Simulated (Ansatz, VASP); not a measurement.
Two plane-wave programs on Al

```
Al
1.0
    -1.69077    1.69077    1.45609
     1.69077   -1.69077    1.45609
     1.69077    1.69077   -1.45609
Al
1
Direct
  0.00000 0.00000 0.00000
```

Alike in both runs: task single point; functional LDA; k mesh 22 × 22 × 22; occupations gaussian, width 0.15 eV; no spin polarisation.

|  | VASP | Ansatz |
| --- | --- | --- |
| version | VASP 6.6.1 | Ansatz 0.2.0 |
| potentials or method | VASP PAW LDA potentials, release 64 (Al), cutoff 520 eV | scalar-relativistic, plane waves, PAW |
| valence electrons in the cell | 3 | 3 |

Ansatz gave:

| Property | Result |
| --- | --- |
| gap on the k mesh at the Fermi level (eV) | none |
| pressure (GPa) | -1.9 |
| traceless stress, the component that is largest in VASP (GPa) | -1.33 |

Task: Estimate VASP's values.

Result: gap on the k mesh at the Fermi level (eV): none; pressure (GPa): -1.9; traceless stress, the component that is largest in VASP (GPa): -1.34.

LDA's correlation is that of Perdew and Zunger in VASP and of Perdew and Wang (1992) in Ansatz. A gap of «none» marks a metal or a gap that the smearing closes.
